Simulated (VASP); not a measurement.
# SnSe (CsCl type) (Pm-3m) in VASP: notebook

The runs below take SnSe (CsCl type) through relaxation of cell and atoms, with PBE.

All numbers are computed with VASP 6.6.1; they aren't measurements. Logs are shortened: lines on timing, memory, paths and dates and some standing lists are left out, and cuts for length are marked.

### 1 The cell of the first run

Symmetry: Pm-3m, No. 221, cubic system. Conventional cell: a = 3.158 Å, b = 3.158 Å, c = 3.158 Å, α = 90.00°, β = 90.00°, γ = 90.00°. Sn (site symmetry m-3m) has 8 Se at 2.73 Å and 6 Sn at 3.16 Å within 3.6 Å. Within 3.6 Å of Se (site symmetry m-3m) lie 8 Sn at 2.73 Å and 6 Se at 3.16 Å.

### 2 Relaxation of cell and atoms, PBE, target pressure 64 GPa, at which the enthalpy is minimised

INCAR reads:

```
PREC = Accurate ; ENCUT = 600
EDIFF = 1E-6 ; ISMEAR = -1
SIGMA = 0.05 ; LREAL = False
LASPH = True ; NELM = 60
ALGO = Normal ; ISIF = 3
LWAVE = False ; LCHARG = False
GGA = PE ; IBRION = 2
NSW = 32 ; EDIFFG = -0.005
PSTRESS = 640.0
```

KPOINTS reads:

```
Automatic mesh
0
Gamma
  15 15 15
```

POSCAR reads:

```
SnSe
1.0
    3.1580736889      0.0000000000      0.0000000000
    0.0000000000      3.1580736889      0.0000000000
    0.0000000000      0.0000000000      3.1580736889
Sn Se
1 1
Direct
    0.0000000000      0.0000000000      0.0000000000
    0.5000000000      0.5000000000      0.5000000000
```

Potentials or basis: VASP PAW PBE potentials, release 64 (Sn_d, Se).

Started as:

```
$ cat potpaw_PBE.64/Sn_d/POTCAR potpaw_PBE.64/Se/POTCAR > POTCAR
$ mpirun -np 1 vasp_std > vasp.out
```

OUTCAR:

```text
PREC = Accurate
   ENCUT = 600
   EDIFF = 1E-6
   ISMEAR = -1
   LREAL = False
   LASPH = True
   NELM = 60
   ISIF = 3
   GGA = PE
   IBRION = 2
   NSW = 32
   EDIFFG = -0.005
   PSTRESS = 640.0

 ion  position               nearest neighbor table
   1  0.000  0.000  0.000-   2 2.73   2 2.73   2 2.73   2 2.73   2 2.73   2 2.73   2 2.73   2 2.73

   2  0.500  0.500  0.500-   1 2.73   1 2.73   1 2.73   1 2.73   1 2.73   1 2.73   1 2.73   1 2.73

  LATTYP: Found a simple cubic cell.
 ALAT       =     3.1580736889

  Lattice vectors:

 A1 = (   3.1580736889,   0.0000000000,   0.0000000000)
 A2 = (   0.0000000000,   3.1580736889,   0.0000000000)
 A3 = (   0.0000000000,   0.0000000000,   3.1580736889)

Analysis of symmetry for initial positions (statically):
=====================================================================
 Subroutine PRICEL returns:
 Original cell was already a primitive cell.

 Routine SETGRP: Setting up the symmetry group for a
 simple cubic supercell.

 Subroutine GETGRP returns: Found 48 space group operations
 (whereof 48 operations were pure point group operations)
 out of a pool of 48 trial point group operations.

The static configuration has the point symmetry O_h .

Analysis of symmetry for dynamics (positions and initial velocities):
=====================================================================
 Subroutine PRICEL returns:
 Original cell was already a primitive cell.

 Routine SETGRP: Setting up the symmetry group for a
 simple cubic supercell.

 Subroutine GETGRP returns: Found 48 space group operations
 (whereof 48 operations were pure point group operations)
 out of a pool of 48 trial point group operations.

The dynamic configuration has the point symmetry O_h .

 Subroutine INISYM returns: Found 48 space group operations
 (whereof 48 operations are pure point group operations),
 and found     1 'primitive' translations

----------------------------------------------------------------------------------------

                                     Primitive cell

  volume of cell :      31.4968

  direct lattice vectors                    reciprocal lattice vectors
     3.158073689  0.000000000  0.000000000     0.316648723  0.000000000  0.000000000
     0.000000000  3.158073689  0.000000000     0.000000000  0.316648723  0.000000000
     0.000000000  0.000000000  3.158073689     0.000000000  0.000000000  0.316648723

  length of vectors
     3.158073689  3.158073689  3.158073689     0.316648723  0.316648723  0.316648723

  position of ions in fractional coordinates (direct lattice)
     0.000000000  0.000000000  0.000000000
     0.500000000  0.500000000  0.500000000

  ion indices of the primitive-cell ions
   primitive index   ion index
                 1           1
                 2           2

----------------------------------------------------------------------------------------

 KPOINTS: Automatic mesh

Automatic generation of k-mesh.
 Grid dimensions read from file:
 generate k-points for:   15   15   15

 Generating k-lattice:

  Cartesian coordinates                     Fractional coordinates (reciprocal lattice)
     0.021109915  0.000000000  0.000000000     0.066666667  0.000000000  0.000000000
     0.000000000  0.021109915  0.000000000     0.000000000  0.066666667  0.000000000
     0.000000000  0.000000000  0.021109915     0.000000000  0.000000000  0.066666667

  Length of vectors
     0.021109915  0.021109915  0.021109915

  Shift w.r.t. Gamma in fractional coordinates (k-lattice)
     0.000000000  0.000000000  0.000000000

 Subroutine IBZKPT returns following result:
 ===========================================

 Found    120 irreducible k-points:

 Following reciprocal coordinates:
            Coordinates               Weight
  0.000000  0.000000  0.000000      1.000000
  0.066667  0.000000  0.000000      6.000000
  0.133333  0.000000  0.000000      6.000000
  0.200000  0.000000  0.000000      6.000000
  0.266667  0.000000  0.000000      6.000000
  0.333333  0.000000  0.000000      6.000000
[... 16 lines left out ...]
  0.266667  0.200000  0.000000     24.000000
  0.333333  0.200000  0.000000     24.000000
 [... further k-points ...]
   k-points           NKPTS =    120   k-points in BZ     NKDIM =    120   number of bands    NBANDS=     14
   number of dos      NEDOS =    301   number of ions     NIONS =      2
   total plane-waves  NPLWV =  21952
   dimension x,y,z NGX =    28 NGY =   28 NGZ =   28
   dimension x,y,z NGXF=    56 NGYF=   56 NGZF=   56
   ions per type =               1   1
   NGX,Y,Z   is equivalent  to a cutoff of  14.74, 14.74, 14.74 a.u.
   NGXF,Y,Z  is equivalent  to a cutoff of  29.48, 29.48, 29.48 a.u.
 SYSTEM =  unknown system
   PREC   = accura    normal or accurate (medium, high low for compatibility)
   ISTART =      0    job   : 0-new  1-cont  2-samecut
   ICHARG =      2    charge: 1-file 2-atom 10-const
   ISPIN  =      1    spin polarized calculation?
   LNONCOLLINEAR =      F non collinear calculations
   LSORBIT =      F    spin-orbit coupling
   LASPH  =      T    aspherical Exc in radial PAW
   ENCUT  =  600.0 eV  44.10 Ry    6.64 a.u.   6.31  6.31  6.31*2*pi/ulx,y,z
   NELM   =     60;   NELMIN=  2; NELMDL= -5     # of ELM steps
   EDIFF  = 0.1E-05   stopping-criterion for ELM
   LREAL  =      F    real-space projection
   EDIFFG = -.5E-02   stopping-criterion for IOM
   NSW    =     32    number of steps for IOM
   IBRION =      2    ionic relax: 0-MD 1-quasi-New 2-CG
   NFREE  =      1    steps in history (QN), initial steepest desc. (CG)
   ISIF   =      3    stress and relaxation
   ISYM   =      2    0-nonsym 1-usesym 2-fastsym
   POTIM  = 0.5000    time-step for ionic-motion
   TEBEG  =    0.0;   TEEND  =   0.0 temperature during run
   PSTRESS=  640.0 pullay stress
   NELECT =      20.0000    total number of electrons
   NUPDOWN=      -1.0000    fix difference up-down
   EMIN   =  10.00;   EMAX   =-10.00  energy-range for DOS
   EFERMI =   0.00;   METHOD = LEGACY
   ISMEAR =    -1;   SIGMA  =   0.05  broadening in eV -4-tet -1-fermi 0-gaus
   EFERMI_NEDOS =   21; number of points for ismear=-14 and -15
   IALGO  =     38    algorithm
   IMIX   =      4    mixing-type and parameters
     AMIX     =   0.40;   BMIX     =  1.00
     AMIX_MAG =   1.60;   BMIX_MAG =  1.00
  volume/ion in A,a.u.               =      15.75       106.28
  Fermi-wavevector in a.u.,A,eV,Ry     =   1.407114  2.659060 26.939119  1.979969
  Thomas-Fermi vector in A             =   2.529406
   LORBIT       =      0    0 simple, 1 ext, 2 COOP (PROOUT), +10 PAW based schemes
   GGA     = PE    functional components
   LHFCALC =     F    Hartree Fock is set to
   AEXX    =    0.0000 exact exchange contribution
   IVDW    =     0    specifies the selected vdW correction
   LEPSILON=     F    determine dielectric tensor
   LRPA    =     F    only Hartree local field effects (RPA)
 conjugate gradient relaxation of ions
 non-spin polarized calculation
  energy-cutoff  :      600.00
  volume of cell :       31.50
 maximum number of plane-waves:      1067
 NGX is ok and might be reduce to    28
   NGX = 13   NGY = 13   NGZ = 13

--------------------------------------- Ionic step        1  -------------------------------------------

 number of electron      20.0000008 magnetization

 Free energy of the ion-electron system (eV)
  ---------------------------------------------------
  ext. energy  EPLUGINS =         0.00000000
  ---------------------------------------------------
  free energy    TOTEN  =        -5.34796890 eV

  energy without entropy =       -5.34343148  energy(sigma->0) =       -5.34570019

------------------------ aborting loop because EDIFF is reached ----------------------------------------

  FORCE on cell =-STRESS in cart. coord.  units (eV):
  Direction    XX          YY          ZZ          XY          YZ          ZX
  --------------------------------------------------------------------------------------
  -------------------------------------------------------------------------------------
  Total       12.6467548     12.6467548     12.6467548      0.0000000      0.0000000      0.0000000
  in kB      643.3138540    643.3138540    643.3138540      0.0000000      0.0000000      0.0000000
  external PRESSURE =       3.3138540 kB  Pullay stress =     640.0000000 kB
[... 61 lines left out ...]
  enthalpy is  TOTEN    =         7.2339849491 eV   P V=       12.6410145959

--------------------------------------- Ionic step        3  -------------------------------------------

 number of electron      20.0000008 magnetization

 Free energy of the ion-electron system (eV)
  ---------------------------------------------------
  ext. energy  EPLUGINS =         0.00000000
  ---------------------------------------------------
  free energy    TOTEN  =        -5.36160310 eV

  energy without entropy =       -5.35705348  energy(sigma->0) =       -5.35932829

 E-fermi :  13.0971     XC(G=0): -12.4694

 val. band max:       13.0921255941   @ k =   0.4667   0.4667   0.2667
 cond. band min:      13.0995410639   @ k =   0.4667   0.4000   0.4000
 fundamental gap:      0.0074154698
 Fermi energy:        13.0970659612

 k-point     1 :       0.0000    0.0000    0.0000
  band No.  band energies     occupation
      1      -9.2657      2.00000
      2      -9.2657      2.00000
      3      -8.9533      2.00000
      4      -8.9533      2.00000
      5      -8.9533      2.00000
      6      -5.1532      2.00000
      7       8.8745      2.00000
      8       9.3870      2.00000
      9       9.3870      2.00000
     10       9.3870      2.00000
     11      16.0239      0.00000
     12      16.0239      0.00000
     13      22.9618      0.00000
     14      22.9618      0.00000
[... 375 lines left out ...]
 k-point    24 :       0.3333    0.2000    0.0000
  band No.  band energies     occupation
      1      -9.1936      2.00000
      2      -9.1202      2.00000
      3      -9.0313      2.00000
      4      -9.0287      2.00000
      5      -8.9807      2.00000
      6      -3.1638      2.00000
      7       3.1805      2.00000
      8       7.1736      2.00000
      9      11.3003      2.00000
     10      12.9388      1.91905
     11      14.8700      0.00000
     12      18.2533      0.00000
     13      19.1940      0.00000
     14      19.9869      0.00000

 [... further k-points ...]
[... 5 lines left out ...]
  --------------------------------------------------------------------------------------
  -------------------------------------------------------------------------------------
  Total       12.5965727     12.5965727     12.5965727     -0.0000000      0.0000000     -0.0000000
  in kB      640.0693071    640.0693071    640.0693071     -0.0000000      0.0000000     -0.0000000
  external PRESSURE =       0.0693071 kB  Pullay stress =     640.0000000 kB
[... 17 lines left out ...]
  FREE ENERGIE OF THE ION-ELECTRON SYSTEM (eV)
  ---------------------------------------------------
  free  energy   TOTEN  =        -5.3616031030 eV

  energy  without entropy=       -5.3570534766  energy(sigma->0) =       -5.35932829

  enthalpy is  TOTEN    =         7.2336056129 eV   P V=       12.5952087160

 reached required accuracy - stopping structural energy minimisation
```

It took 2 min on 1 thread of Intel Xeon Platinum 8488C (Sapphire Rapids), shared host; peak memory 0.22 GiB.

Results:

```yaml
Free_energy: -5.3616 eV
Relaxed_volume: 15.77 Å³/atom
Relaxed_cell: a = 3.159 Å, b = 3.159 Å, c = 3.159 Å, α = 90.00°, β = 90.00°, γ = 90.00°
Space_group_after_relaxing_to_0.05_Å: Pm-3m (No. 221)
Energy_change_on_relaxing_the_enthalpy_is_what_falls: -6.8 meV/atom
Ionic_steps: 3
Pressure_after_relaxing: 64.0 GPa
Band_gap_on_the_k_mesh: zero (band 10 reaches 14.58 eV, above the bottom of band 11 at 9.98 eV)
```

Step by step:
| step | energy change (eV) | largest force (eV/Å) | pressure (GPa) | volume (Å³) |
| --- | --- | --- | --- | --- |
| 1 | 0.0000 | 0.0000 | 64.33 | 31.50 |
| 2 | -0.0591 | 0.0000 | 62.96 | 31.65 |
| 3 | -0.0136 | 0.0000 | 64.01 | 31.53 |

Final structure:
```
CELL_PARAMETERS angstrom
3.15921 0.00000 0.00000
0.00000 3.15921 0.00000
0.00000 0.00000 3.15921
ATOMIC_POSITIONS crystal
Sn 0.00000 0.00000 0.00000
Se 0.50000 0.50000 0.50000
```

Caveat: the cell is relaxed towards a set pressure, so the enthalpy falls and the energy may rise; spin-orbit coupling is left out, which moves the levels of the heavy elements.

[end of part 1 of 2]
